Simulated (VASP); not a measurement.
The system is Mg3Zn2O.

```xyz
6
Lattice="2.6223 1.5140 3.7046 -2.6223 1.5140 3.7046 0.0000 -3.0280 3.7046" Properties=species:S:1:pos:R:3 pbc="T T T"
Mg    0.0000   -1.5140    1.8523
Mg   -1.3111    0.7570    1.8523
Mg    1.3111    0.7570    1.8523
Zn    0.0000    0.0000    6.9943
Zn    0.0000    0.0000    4.1194
O     0.0000    0.0000    0.0000
```

The cell was built from a structure type or drawn by symmetry, and may not be a known phase.

- Program: VASP 6.6.1
- Task: relaxation of cell and atoms
- Functional: PBE
- Potentials or basis: VASP PAW PBE potentials, release 64 (Mg, Zn, O)
- Cutoff: 600 eV
- k mesh: 6 × 6 × 6
- Occupations: gaussian, width 0.1 eV
- Spin: no spin polarisation

At the start: pressure 5.4 GPa; volume 14.71 Å³/atom.

Q: Where does the relaxation end?

A: Over 7 steps the energy falls by 329.5 meV/atom and the volume is 15.89 Å³/atom (+8.0 %); space group R-3m (No. 166, to 0.1 Å) before and after.

Step by step:
```tsv
step	energy change (eV)	largest force (eV/Å)	pressure (GPa)	volume (Å³)
1	0.0000	0.6303	5.36	88.24
2	-1.6964	0.9928	-0.14	93.85
3	-1.9278	0.8510	-0.63	95.99
4	-1.9300	0.8164	-0.57	96.17
5	-1.9719	0.0831	-0.11	95.49
6	-1.9721	0.0216	-0.05	95.44
7	-1.9771	0.0061	-0.18	95.31
```

Final structure:
```
CELL_PARAMETERS angstrom
2.91883 1.68519 3.22955
-2.91883 1.68519 3.22955
0.00000 -3.37038 3.22955
ATOMIC_POSITIONS crystal
Mg 0.00000 0.00000 0.50000
Mg 0.00000 0.50000 0.00000
Mg 0.50000 0.00000 0.00000
Zn 0.61971 0.61971 0.61971
Zn 0.38029 0.38029 0.38029
O 0.00000 0.00000 0.00000
```
